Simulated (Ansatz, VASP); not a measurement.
NaF in VASP and in Ansatz

```xyz
2
Lattice="-0.0747 2.2225 2.2225 2.2225 -0.0747 2.2225 2.2225 2.2225 -0.0747" Properties=species:S:1:pos:R:3 pbc="T T T"
Na    0.0000    0.0000    0.0000
F     2.1851    2.1851    2.1851
```

Change from the starting cell: shear_111 strain -4.9%.

Alike in both runs: task single point; functional r2SCAN; k mesh 10 × 10 × 10; no spin polarisation.

|  | VASP | Ansatz |
| --- | --- | --- |
| version | VASP 6.6.1 | Ansatz 0.2.0 |
| potentials or method | VASP PAW PBE potentials, release 64 (Na_pv, F) | plane waves, PAW |
| plane-wave cutoff (eV) | 520 | 500 |
| occupations | gaussian, width 0.01 eV | fixed |
| valence electrons in the cell | 14 | 16 |

|  | VASP | Ansatz | Ansatz less VASP |
| --- | --- | --- | --- |
| gap on the k mesh at the Fermi level (eV) | 7.52 | 7.48 | -0.041 |
| pressure (GPa) | 2.2 | 3.0 | +0.83 |
| traceless stress, the component that is largest in VASP (GPa) | 0.94 | 0.86 | -0.079 |

VASP's potentials were made for PBE, not for r2SCAN. VASP's potentials hold 14 valence electrons a cell and Ansatz's 16, so a difference there can come from the potentials and not from the codes.
